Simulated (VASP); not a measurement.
# CO2 (P4_2/mnm) in VASP: settings compared, part 2 of 2

VASP 6.6.1. Earlier steps stand in the parts before.

### 3 Single point, HSE06

File POSCAR:

```
CO2
1.0
    4.1925576030      0.0000000000      0.0000000000
    0.0000000000      4.1925576030      0.0000000000
    0.0000000000      0.0000000000      4.6051156164
C O
2 4
Direct
    0.5000000000      0.5000000000      0.5000000000
    0.0000000000      0.0000000000      0.0000000000
    0.3042678660      0.6957321340      0.5000000000
    0.6957321340      0.3042678660      0.5000000000
    0.1957321340      0.1957321340      0.0000000000
    0.8042678660      0.8042678660      0.0000000000
```

File INCAR.step1:

```
ALGO = Normal
EDIFF = 1E-5
ENCUT = 910
GGA = PE
GGA_COMPAT = F
ISIF = 2
ISMEAR = 0
LASPH = T
LCHARG = F
LREAL = F
LWAVE = T
NBANDS = 25
NELM = 120
PREC = Accurate
SIGMA = 0.01
```

File INCAR.step2:

```
ALGO = Normal
EDIFF = 1E-6
ENCUT = 910
GGA = PE
GGA_COMPAT = F
HFSCREEN = 0.2079
ISIF = 2
ISMEAR = 0
ISTART = 1
LASPH = T
LCHARG = F
LHFCALC = T
LREAL = F
LWAVE = F
NBANDS = 25
NELM = 120
PREC = Accurate
PRECFOCK = Normal
SIGMA = 0.01
```

File KPOINTS:

```
k-points
0
Gamma
  4 4 4
```

Potentials or basis: VASP PAW PBE potentials, release 64 (C_h, O_h).

Launch:

```sh
> cat potpaw_PBE.64/C_h/POTCAR potpaw_PBE.64/O_h/POTCAR > POTCAR
> cp INCAR.step1 INCAR
> mpirun -np 1 vasp_std > vasp.out
> cp INCAR.step2 INCAR
> mpirun -np 1 vasp_std > vasp.out
```

OUTCAR:

```text
EDIFF = 1E-6
   ENCUT = 910
   GGA = PE
   HFSCREEN = 0.2079
   ISIF = 2
   ISMEAR = 0
   ISTART = 1
   LASPH = T
   LHFCALC = T
   LREAL = F
   NELM = 120
   PREC = Accurate
   PRECFOCK = Normal

 ion  position               nearest neighbor table
   1  0.500  0.500  0.500-   3 1.16   4 1.16
   2  0.000  0.000  0.000-   5 1.16   6 1.16
   3  0.304  0.696  0.500-   1 1.16
   4  0.696  0.304  0.500-   1 1.16
   5  0.196  0.196  0.000-   2 1.16
   6  0.804  0.804  0.000-   2 1.16

  LATTYP: Found a simple tetragonal cell.
 ALAT       =     4.1925576030
 C/A-ratio  =     1.0984024675

  Lattice vectors:

 A1 = (   4.1925576030,   0.0000000000,   0.0000000000)
 A2 = (   0.0000000000,   4.1925576030,   0.0000000000)
 A3 = (   0.0000000000,   0.0000000000,   4.6051156164)

Analysis of symmetry for initial positions (statically):
=====================================================================
 Subroutine PRICEL returns:
[... 182 lines left out ...]

 E-fermi :  -3.5166     XC(G=0):  -6.8789

 val. band max:       -3.5908585490   @ k =   0.5000   0.5000   0.5000
 cond. band min:       4.8338130796   @ k =   0.0000   0.0000   0.0000
 fundamental gap:      8.4246716286
 Fermi energy:        -3.5165649281

 k-point     1 :       0.0000    0.0000    0.0000
  band No.  band energies     occupation
      1     -26.2693      2.00000
      2     -25.9083      2.00000
      3     -24.8686      2.00000
      4     -24.8686      2.00000
      5      -9.9404      2.00000
      6      -9.5171      2.00000
[... 493 lines left out ...]
     24      11.8168      0.00000
     25      11.8865      0.00000

------------------------ aborting loop because EDIFF is reached ----------------------------------------

  FORCE on cell =-STRESS in cart. coord.  units (eV):
  Direction    XX          YY          ZZ          XY          YZ          ZX
  --------------------------------------------------------------------------------------
  -------------------------------------------------------------------------------------
  Total       -0.7118610     -0.7118610      0.8298939      0.0000000      0.0000000      0.0000000
  in kB      -14.0898763    -14.0898763     16.4261028      0.0000000      0.0000000      0.0000000
  external PRESSURE =      -3.9178833 kB  Pullay stress =       0.0000000 kB

 VOLUME and BASIS-vectors are now :
 -----------------------------------------------------------------------------
  energy-cutoff  :      910.00
  volume of cell :       80.95
      direct lattice vectors                 reciprocal lattice vectors
     4.192557603  0.000000000  0.000000000     0.238517892  0.000000000  0.000000000
     0.000000000  4.192557603  0.000000000     0.000000000  0.238517892  0.000000000
     0.000000000  0.000000000  4.605115616     0.000000000  0.000000000  0.217149814

 POSITION                                       TOTAL-FORCE (eV/Angst)
 -----------------------------------------------------------------------------------
      2.09628      2.09628      2.30256         0.000000      0.000000     -0.000000
      0.00000      0.00000      0.00000         0.000000      0.000000     -0.000000
      1.27566      2.91690      2.30256         0.481140     -0.481140     -0.000000
      2.91690      1.27566      2.30256        -0.481140      0.481140      0.000000
      0.82062      0.82062      0.00000        -0.481140     -0.481140     -0.000000
      3.37194      3.37194      0.00000         0.481140      0.481140     -0.000000
 -----------------------------------------------------------------------------------
    total drift:                                0.000006      0.000006     -0.000041

  FREE ENERGIE OF THE ION-ELECTRON SYSTEM (eV)
  ---------------------------------------------------
  free  energy   TOTEN  =       -57.3788353826 eV

  energy  without entropy=      -57.3788353826  energy(sigma->0) =      -57.37883538
```

OUTCAR.step1:

```text
EDIFF = 1E-5
   ENCUT = 910
   GGA = PE
   ISIF = 2
[... 736 lines left out ...]
      1.27566      2.91690      2.30256        -0.559542      0.559542      0.000000
      2.91690      1.27566      2.30256         0.559542     -0.559542      0.000000
      0.82062      0.82062      0.00000         0.559542      0.559542     -0.000000
      3.37194      3.37194      0.00000        -0.559542     -0.559542      0.000000
 -----------------------------------------------------------------------------------
    total drift:                                0.000000     -0.000000      0.000000

  FREE ENERGIE OF THE ION-ELECTRON SYSTEM (eV)
  ---------------------------------------------------
  free  energy   TOTEN  =       -46.4506353711 eV

  energy  without entropy=      -46.4506353711  energy(sigma->0) =      -46.45063537
```

Run time: 57 min. Hardware: 1 thread of AMD EPYC 9R45 (Zen 5), shared host; peak memory 0.44 GiB.

What came out:

| Property | Result |
| --- | --- |
| Free energy | -57.3788 eV |
| Pressure | -0.4 GPa |
| Largest force | 0.680 eV/Å |
| Band gap on the k mesh | 8.42 eV (least direct gap 8.95 eV) |

Forces on the atoms (eV/Å):
```
C    0.000  0.000  0.000
C    0.000  0.000  0.000
O    0.481 -0.481  0.000
O   -0.481  0.481  0.000
O   -0.481 -0.481  0.000
O    0.481  0.481  0.000
```

Levels at points of the mesh, in eV from the valence-band top:
```csv
k point,band 13,band 14,band 15,band 16,band 17,band 18,band 19,band 20
"(0.00, 0.00, 0.00)",-1.58,-0.60,-0.53,-0.53,8.42,9.51,10.00,10.00
"(0.50, 0.00, 0.00)",-0.59,-0.59,-0.53,-0.53,10.23,10.23,10.37,10.37
"(0.50, 0.50, 0.00)",-0.74,-0.74,0.00,0.00,10.43,10.43,10.55,10.55
"(0.00, 0.00, 0.50)",-1.11,-1.11,-0.52,-0.52,9.94,9.94,10.18,10.18
"(0.50, 0.00, 0.50)",-1.00,-1.00,-0.29,-0.29,10.08,10.08,10.69,10.69
"(0.50, 0.50, 0.50)",-0.56,-0.56,0.00,0.00,9.75,9.75,10.56,10.56
```

Caveat: this functional lacks dispersion, which holds the molecules together, so the pressure and a relaxed volume are unreliable; the PAW data sets were made with another functional, which shifts forces and pressure a little. A k mesh can miss the band edges.
